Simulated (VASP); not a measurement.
# Al (I4_1/amd) in VASP: notebook

Al is run at these levels: PBE; tasks: relaxation of cell and atoms.

Everything below comes from runs of VASP 6.6.1. Logs are shortened: lines on timing, memory, paths and dates and some standing lists are left out, and cuts for length are marked.

**1. The cell of the first run**

Symmetry: I4_1/amd, No. 141, tetragonal system. The conventional cell has a = 3.921 Å, b = 3.921 Å, c = 2.156 Å, α = 90.00°, β = 90.00°, γ = 90.00°. Al (site symmetry -4m2) has 10 Al at 2.03 to 2.54 Å within 2.7 Å.

**2. Relaxation of cell and atoms, PBE, target pressure 230 GPa, at which the enthalpy is minimised**

File INCAR:

```
  PREC = Accurate
  ENCUT = 600
  EDIFF = 1E-6
  ISMEAR = -1
  SIGMA = 0.08
  LREAL = F
  LASPH = T
  NELM = 60
  ALGO = Normal
  ISIF = 3
  LWAVE = F
  LCHARG = F
  GGA = PE
  IBRION = 2
  NSW = 60
  EDIFFG = -0.005
  PSTRESS = 2300.0
```

File KPOINTS:

```
regular mesh
0
Gamma
  20 20 20
```

File POSCAR:

```
Al
1.0
   -1.9603168306      1.9603168306      1.0781742569
    1.9603168306     -1.9603168306      1.0781742569
    1.9603168306      1.9603168306     -1.0781742569
Al
2
Direct
   -0.3750000000     -0.1250000000     -0.2500000000
    0.3750000000      0.1250000000      0.2500000000
```

Potentials or basis: VASP PAW PBE potentials, release 64 (Al).

Command:

```bash
> cat potpaw_PBE.64/Al/POTCAR > POTCAR
> mpirun -np 1 vasp_std > vasp.out
```

OUTCAR:

```text
PREC = Accurate
   ENCUT = 600
   EDIFF = 1E-6
   ISMEAR = -1
   LREAL = F
   LASPH = T
   NELM = 60
   ISIF = 3
   GGA = PE
   IBRION = 2
   NSW = 60
   EDIFFG = -0.005
   PSTRESS = 2300.0

 ion  position               nearest neighbor table
   1  0.625  0.875  0.750-   2 2.03   2 2.03   2 2.03   2 2.03   2 2.54   2 2.54   2 2.54   2 2.54
                             2 3.33   2 3.33
   2  0.375  0.125  0.250-   1 2.03   1 2.03   1 2.03   1 2.03   1 2.54   1 2.54   1 2.54   1 2.54
                             1 3.33   1 3.33

  LATTYP: Found a body centered tetragonal cell.
 ALAT       =     3.9206336612
 C/A-ratio  =     0.5500000000

  Lattice vectors:

 A1 = (  -1.9603168306,   1.9603168306,   1.0781742569)
 A2 = (   1.9603168306,  -1.9603168306,   1.0781742569)
 A3 = (   1.9603168306,   1.9603168306,  -1.0781742569)

Analysis of symmetry for initial positions (statically):
=====================================================================
 Subroutine PRICEL returns:
 Original cell was already a primitive cell.

 Routine SETGRP: Setting up the symmetry group for a
 body centered tetragonal supercell.

 Subroutine GETGRP returns: Found 16 space group operations
 (whereof  4 operations were pure point group operations)
 out of a pool of 16 trial point group operations.

The static configuration has the point symmetry C_2h.
 The point group associated with its full space group is D_4h.

Analysis of symmetry for dynamics (positions and initial velocities):
=====================================================================
 Subroutine PRICEL returns:
 Original cell was already a primitive cell.

 Routine SETGRP: Setting up the symmetry group for a
 body centered tetragonal supercell.

 Subroutine GETGRP returns: Found 16 space group operations
 (whereof  4 operations were pure point group operations)
 out of a pool of 16 trial point group operations.

The dynamic configuration has the point symmetry C_2h.
 The point group associated with its full space group is D_4h.

 Subroutine INISYM returns: Found 16 space group operations
 (whereof  4 operations are pure point group operations),
 and found     1 'primitive' translations

----------------------------------------------------------------------------------------

                                     Primitive cell

  volume of cell :      16.5730

  direct lattice vectors                    reciprocal lattice vectors
    -1.960316831  1.960316831  1.078174257     0.000000000  0.255060811  0.463746928
     1.960316831 -1.960316831  1.078174257     0.255060811  0.000000000  0.463746928
     1.960316831  1.960316831 -1.078174257     0.255060811  0.255060811  0.000000000

  length of vectors
     2.974582976  2.974582976  2.974582976     0.529261023  0.529261023  0.360710458

  position of ions in fractional coordinates (direct lattice)
     0.625000000  0.875000000  0.750000000
     0.375000000  0.125000000  0.250000000

  ion indices of the primitive-cell ions
   primitive index   ion index
                 1           1
                 2           2

----------------------------------------------------------------------------------------

 KPOINTS: regular mesh

Automatic generation of k-mesh.
 Grid dimensions read from file:
 generate k-points for:   20   20   20

 Generating k-lattice:

  Cartesian coordinates                     Fractional coordinates (reciprocal lattice)
     0.000000000  0.012753041  0.023187346     0.050000000  0.000000000 -0.000000000
     0.012753041  0.000000000  0.023187346     0.000000000  0.050000000 -0.000000000
     0.012753041  0.012753041  0.000000000     0.000000000  0.000000000  0.050000000

  Length of vectors
     0.026463051  0.026463051  0.018035523

  Shift w.r.t. Gamma in fractional coordinates (k-lattice)
     0.000000000  0.000000000  0.000000000

 Subroutine IBZKPT returns following result:
 ===========================================

 Found    641 irreducible k-points:

 Following reciprocal coordinates:
            Coordinates               Weight
  0.000000  0.000000  0.000000      1.000000
  0.050000  0.000000  0.000000      8.000000
  0.100000  0.000000 -0.000000      8.000000
  0.150000  0.000000  0.000000      8.000000
  0.200000  0.000000 -0.000000      8.000000
  0.250000  0.000000 -0.000000      8.000000
[... 16 lines left out ...]
 -0.400000  0.050000 -0.000000     16.000000
 -0.350000  0.050000 -0.000000     16.000000
 [... further k-points ...]
   k-points           NKPTS =    641   k-points in BZ     NKDIM =    641   number of bands    NBANDS=      7
   number of dos      NEDOS =    301   number of ions     NIONS =      2
   total plane-waves  NPLWV =  13824
   dimension x,y,z NGX =    24 NGY =   24 NGZ =   24
   dimension x,y,z NGXF=    48 NGYF=   48 NGZF=   48
   ions per type =               2
   NGX,Y,Z   is equivalent  to a cutoff of  13.41, 13.41, 13.41 a.u.
   NGXF,Y,Z  is equivalent  to a cutoff of  26.83, 26.83, 26.83 a.u.
 SYSTEM =  unknown system
   PREC   = accura    normal or accurate (medium, high low for compatibility)
   ISTART =      0    job   : 0-new  1-cont  2-samecut
   ICHARG =      2    charge: 1-file 2-atom 10-const
   ISPIN  =      1    spin polarized calculation?
   LNONCOLLINEAR =      F non collinear calculations
   LSORBIT =      F    spin-orbit coupling
   LASPH  =      T    aspherical Exc in radial PAW
   ENCUT  =  600.0 eV  44.10 Ry    6.64 a.u.   5.94  5.94  5.94*2*pi/ulx,y,z
   NELM   =     60;   NELMIN=  2; NELMDL= -5     # of ELM steps
   EDIFF  = 0.1E-05   stopping-criterion for ELM
   LREAL  =      F    real-space projection
   EDIFFG = -.5E-02   stopping-criterion for IOM
   NSW    =     60    number of steps for IOM
   IBRION =      2    ionic relax: 0-MD 1-quasi-New 2-CG
   NFREE  =      1    steps in history (QN), initial steepest desc. (CG)
   ISIF   =      3    stress and relaxation
   ISYM   =      2    0-nonsym 1-usesym 2-fastsym
   POTIM  = 0.5000    time-step for ionic-motion
   TEBEG  =    0.0;   TEEND  =   0.0 temperature during run
   PSTRESS= 2300.0 pullay stress
   NELECT =       6.0000    total number of electrons
   NUPDOWN=      -1.0000    fix difference up-down
   EMIN   =  10.00;   EMAX   =-10.00  energy-range for DOS
   EFERMI =   0.00;   METHOD = LEGACY
   ISMEAR =    -1;   SIGMA  =   0.08  broadening in eV -4-tet -1-fermi 0-gaus
   EFERMI_NEDOS =   21; number of points for ismear=-14 and -15
   IALGO  =     38    algorithm
   IMIX   =      4    mixing-type and parameters
     AMIX     =   0.40;   BMIX     =  1.00
     AMIX_MAG =   1.60;   BMIX_MAG =  1.00
  volume/ion in A,a.u.               =       8.29        55.92
  Fermi-wavevector in a.u.,A,eV,Ry     =   1.166787  2.204907 18.522847  1.361391
  Thomas-Fermi vector in A             =   2.303295
   LORBIT       =      0    0 simple, 1 ext, 2 COOP (PROOUT), +10 PAW based schemes
   GGA     = PE    functional components
   LHFCALC =     F    Hartree Fock is set to
   AEXX    =    0.0000 exact exchange contribution
   IVDW    =     0    specifies the selected vdW correction
   LEPSILON=     F    determine dielectric tensor
   LRPA    =     F    only Hartree local field effects (RPA)
 conjugate gradient relaxation of ions
 non-spin polarized calculation
  energy-cutoff  :      600.00
  volume of cell :       16.57
 maximum number of plane-waves:       568
   NGX = 11   NGY = 11   NGZ = 11

--------------------------------------- Ionic step        1  -------------------------------------------

 number of electron       6.0000000 magnetization

 Free energy of the ion-electron system (eV)
  ---------------------------------------------------
  ext. energy  EPLUGINS =         0.00000000
  ---------------------------------------------------
  free energy    TOTEN  =         2.11756060 eV

  energy without entropy =        2.12911339  energy(sigma->0) =        2.12333700

------------------------ aborting loop because EDIFF is reached ----------------------------------------

  FORCE on cell =-STRESS in cart. coord.  units (eV):
  Direction    XX          YY          ZZ          XY          YZ          ZX
  --------------------------------------------------------------------------------------
  -------------------------------------------------------------------------------------
  Total       27.8652198     27.8652198     23.9945889     -0.0000000     -0.0000000      0.0000000
  in kB     2693.8385819   2693.8385819   2319.6497188     -0.0000000     -0.0000000      0.0000000
  external PRESSURE =     269.1089609 kB  Pullay stress =    2300.0000000 kB
[... 97 lines left out ...]
  energy  without entropy=        0.8355799039  energy(sigma->0) =        0.82989948

  enthalpy is  TOTEN    =        25.8206202374 eV   P V=       24.9964011718

[... ionic steps 4 to 7 ...]

--------------------------------------- Ionic step        8  -------------------------------------------

 number of electron       6.0000000 magnetization

------------------------ aborting loop because EDIFF is reached ----------------------------------------
[... 71 lines left out ...]
--------------------------------------- Ionic step       10  -------------------------------------------

 number of electron       6.0000000 magnetization

 Free energy of the ion-electron system (eV)
  ---------------------------------------------------
  ext. energy  EPLUGINS =         0.00000000
  ---------------------------------------------------
  free energy    TOTEN  =         1.08553936 eV

  energy without entropy =        1.09720873  energy(sigma->0) =        1.09137405

 E-fermi :  16.8456     XC(G=0): -12.8253

 val. band max:       16.8442517353   @ k =  -0.2000  -0.2500   0.2000
 cond. band min:      16.8472404667   @ k =  -0.2000  -0.3500   0.1500
 fundamental gap:      0.0029887314
 Fermi energy:        16.8455973495

 k-point     1 :       0.0000    0.0000    0.0000
  band No.  band energies     occupation
      1       0.5067      2.00000
      2      15.9712      1.99996
      3      16.6167      1.89181
      4      16.6167      1.89181
      5      20.4542      0.00000
      6      27.6448      0.00000
      7      30.5952      0.00000
[... 221 lines left out ...]
 k-point    24 :      -0.3500    0.0500   -0.0000
  band No.  band energies     occupation
      1       4.4544      2.00000
      2      13.9060      2.00000
      3      15.9176      1.99998
      4      19.1014      0.00000
      5      22.6801      0.00000
      6      23.6794      0.00000
      7      25.4567      0.00000

 [... further k-points ...]

------------------------ aborting loop because EDIFF is reached ----------------------------------------

  FORCE on cell =-STRESS in cart. coord.  units (eV):
  Direction    XX          YY          ZZ          XY          YZ          ZX
  --------------------------------------------------------------------------------------
  -------------------------------------------------------------------------------------
  Total       24.7150157     24.7150157     24.7256309      0.0000000     -0.0000000      0.0000000
  in kB     2299.3367154   2299.3367154   2300.3242854      0.0000000     -0.0000000      0.0000000
  external PRESSURE =      -0.3340946 kB  Pullay stress =    2300.0000000 kB
[... 21 lines left out ...]
  energy  without entropy=        1.0972087341  energy(sigma->0) =        1.09137405

  enthalpy is  TOTEN    =        25.8076845759 eV   P V=       24.7221452180

 reached required accuracy - stopping structural energy minimisation
```

It took 5.3 min on 1 thread of Intel Xeon 8259CL, shared host; peak memory 0.21 GiB.

Results:

* Free energy: 1.0855 eV
* Relaxed volume: 8.61 Å³/atom
* Relaxed cell: a = 3.036 Å, b = 3.036 Å, c = 3.036 Å, α = 97.06°, β = 97.06°, γ = 138.94°
* Space group after relaxing (to 0.1 Å): I4_1/amd (No. 141)
* Energy change on relaxing (the run minimises the enthalpy): -516.0 meV/atom
* Ionic steps: 10
* Pressure after relaxing: 230.0 GPa
* Band gap on the k mesh: zero (bands 3 and 4 overlap by 10.87 eV)

The path:
```csv
step,energy change (eV),largest force (eV/Å),pressure (GPa),volume (Å³)
1,0.0000,0.0000,256.91,16.57
2,-4.2260,0.0000,142.46,20.09
3,-1.2933,0.0000,221.91,17.41
4,-1.1874,0.0000,224.78,17.34
5,-0.6966,0.0000,240.37,17.01
6,-1.0320,0.0000,229.94,17.22
7,-1.0275,0.0000,230.09,17.22
8,-1.0240,0.0000,230.20,17.22
9,-1.0529,0.0000,229.37,17.24
10,-1.0320,0.0000,229.97,17.22
```

Final structure:
```yaml
crystal:
  lattice:
    - [-2.01072, 2.01072, 1.06489]
    - [2.01072, -2.01072, 1.06489]
    - [2.01072, 2.01072, -1.06489]
  atoms:
    - { symbol: Al, position: [0.62500, 0.87500, 0.75000] }
    - { symbol: Al, position: [0.37500, 0.12500, 0.25000] }
```

Levels at points of the mesh, in eV from the Fermi level:
| k point | band 1 | band 2 | band 3 | band 4 | band 5 | band 6 | band 7 |
| --- | --- | --- | --- | --- | --- | --- | --- |
| (0.00, 0.00, 0.00) | -16.34 | -0.87 | -0.23 | -0.23 | 3.61 | 10.80 | 13.75 |
| (0.50, 0.00, 0.00) | -7.28 | -5.90 | 0.02 | 1.05 | 1.52 | 4.07 | 9.17 |
| (0.50, 0.50, 0.00) | -11.92 | -11.92 | 3.11 | 3.11 | 5.59 | 5.59 | 15.07 |
| (0.50, 0.50, 0.50) | -8.45 | -8.45 | -6.77 | -6.77 | 11.93 | 11.93 | 21.56 |

Caveat: the cell is relaxed towards a set pressure, so the run minimises the enthalpy, not the energy.

**3. Relaxation of cell and atoms, PBE, target pressure 230 GPa, at which the enthalpy is minimised**

This run uses another cell than the first one, of 8.59 Å³/atom.

File INCAR:

```
SYSTEM = Al
  ALGO = Normal
  EDIFF = 1E-7
  EDIFFG = -0.005
  ENCUT = 600
  GGA = PE
  IBRION = 2
  ISIF = 3
  ISMEAR = -1
  LASPH = .True.
  LCHARG = .False.
  LREAL = .False.
  LWAVE = .False.
  NELM = 80
  NSW = 32
  PREC = Accurate
  PSTRESS = 2300.0
  SIGMA = 0.08
```

File KPOINTS:

```
k-points
0
Gamma
  20 20 20
  0 0 0
```

File POSCAR:

```
Al
1.0
   -2.0093486146      2.0093486146      1.0640400715
    2.0093486146     -2.0093486146      1.0640400715
    2.0093486146      2.0093486146     -1.0640400715
Al
2
Direct
   -0.3750000000     -0.1250000000     -0.2500000000
    0.3750000000      0.1250000000      0.2500000000
```

Potentials or basis: VASP PAW PBE potentials, release 64 (Al).

Command:

```bash
> cat potpaw_PBE.64/Al/POTCAR > POTCAR
> mpirun -np 1 vasp_std > vasp.out
```

Run time: 2.3 min. Hardware: 1 thread of Intel Xeon 8259CL, shared host; peak memory 0.21 GiB.

Results (log left out):

```yaml
Free_energy: 1.0868 eV
Relaxed_volume: 8.61 Å³/atom
Relaxed_cell: a = 3.036 Å, b = 3.036 Å, c = 3.036 Å, α = 97.07°, β = 97.07°, γ = 138.94°
Space_group_after_relaxing_to_0.1_Å: I4_1/amd (No. 141)
Energy_change_on_relaxing_the_run_minimises_the_enthalpy: -26.1 meV/atom
Ionic_steps: 3
Pressure_after_relaxing: 230.0 GPa
Band_gap_on_the_k_mesh: zero (bands 3 and 4 overlap by 10.87 eV)
```

The path:
```tsv
step	energy change (eV)	largest force (eV/Å)	pressure (GPa)	volume (Å³)
1	0.0000	0.0000	231.49	17.18
2	-0.2834	0.0000	223.46	17.38
3	-0.0523	0.0000	230.01	17.22
```

Final structure:
```cif
data_structure
_symmetry_space_group_name_H-M 'P 1'
_symmetry_Int_Tables_number 1
_cell_length_a 3.0364
_cell_length_b 3.0364
_cell_length_c 3.0364
_cell_angle_alpha 97.065
_cell_angle_beta 97.065
_cell_angle_gamma 138.937
_cell_volume 17.22
loop_
_atom_site_label
_atom_site_type_symbol
_atom_site_fract_x
_atom_site_fract_y
_atom_site_fract_z
_atom_site_occupancy
Al1 Al 0.62500 0.87500 0.75000 1
Al2 Al 0.37500 0.12500 0.25000 1
```

Levels at points of the mesh, in eV from the Fermi level:
```
           k point  band 1  band 2  band 3  band 4  band 5  band 6  band 7
(0.00, 0.00, 0.00)  -16.34   -0.87   -0.23   -0.23    3.61   10.80   13.75
(0.50, 0.00, 0.00)   -7.28   -5.90    0.02    1.05    1.52    4.07    9.17
(0.50, 0.50, 0.00)  -11.92  -11.92    3.11    3.11    5.59    5.59   15.07
(0.50, 0.50, 0.50)   -8.45   -8.45   -6.77   -6.77   11.93   11.93   21.56
```

Caveat: the cell is relaxed towards a set pressure, so the run minimises the enthalpy, not the energy.
